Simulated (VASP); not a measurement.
A run of VASP 6.6.1 is set up as follows.

Contents of POSCAR:

```
AlGa3N4
1.0
    4.4676279261      0.0000000000      0.0000000000
    0.0000000000      4.4676279261      0.0000000000
    0.0000000000      0.0000000000      4.4676279261
Al Ga N
1 3 4
Direct
    0.0000000000      0.0000000000      0.0000000000
    0.5138489248      0.4861510752      0.0000000000
    0.5138489248     -0.0138489248      0.5000000000
    0.0138489248      0.4861510752      0.5000000000
    0.7550309220      0.7550309220      0.2449690780
    0.7550309220      0.2449690780      0.7550309220
    0.2449690780      0.7550309220      0.7550309220
    0.2449690780      0.2449690780      0.2449690780
```

The input INCAR.step1:

```
SYSTEM = AlGa3N4
PREC = Accurate
ENCUT = 520
ISMEAR = 0
SIGMA = 0.05
LREAL = .False.
LASPH = .True.
NELM = 60
NBANDS = 41
GGA = PE
ALGO = Normal
EDIFF = 1E-4
LWAVE = .True.
LCHARG = .False.
```

File INCAR.step2:

```
SYSTEM = AlGa3N4
PREC = Accurate
ENCUT = 520
EDIFF = 1E-6
ISMEAR = 0
SIGMA = 0.05
LREAL = .False.
LASPH = .True.
NELM = 60
ALGO = Normal
ISIF = 2
LWAVE = .False.
LCHARG = .True.
METAGGA = R2SCAN
LMIXTAU = .True.
LELF = .True.
LVHAR = .True.
NBANDS = 41
ISTART = 1
```

Contents of KPOINTS:

```
regular mesh
0
Gamma
  6 6 6
  0 0 0
```

Potentials or basis: VASP PAW PBE potentials, release 64 (Al, Ga_d, N).

The run is started by

```console
$ cat potpaw_PBE.64/Al/POTCAR potpaw_PBE.64/Ga_d/POTCAR potpaw_PBE.64/N/POTCAR > POTCAR
$ cp INCAR.step1 INCAR
$ mpirun -np 1 vasp_std > vasp.out
$ cp INCAR.step2 INCAR
$ mpirun -np 1 vasp_std > vasp.out
```

**Question.** Predict the pressure.

**Answer.** 1.0 GPa.

**Question.** What does it give for the largest force?

**Answer.** 1.597 eV/Å.

**Question.** What does it give for the band gap on the k mesh?

**Answer.** 2.63 eV.

Stress tensor (GPa, compression positive):
```
 0.87 -0.82 -3.05
-0.82  0.87  3.05
-3.05  3.05  1.39
```

Caveat: the PAW data sets were made with another functional, which shifts forces and pressure a little.
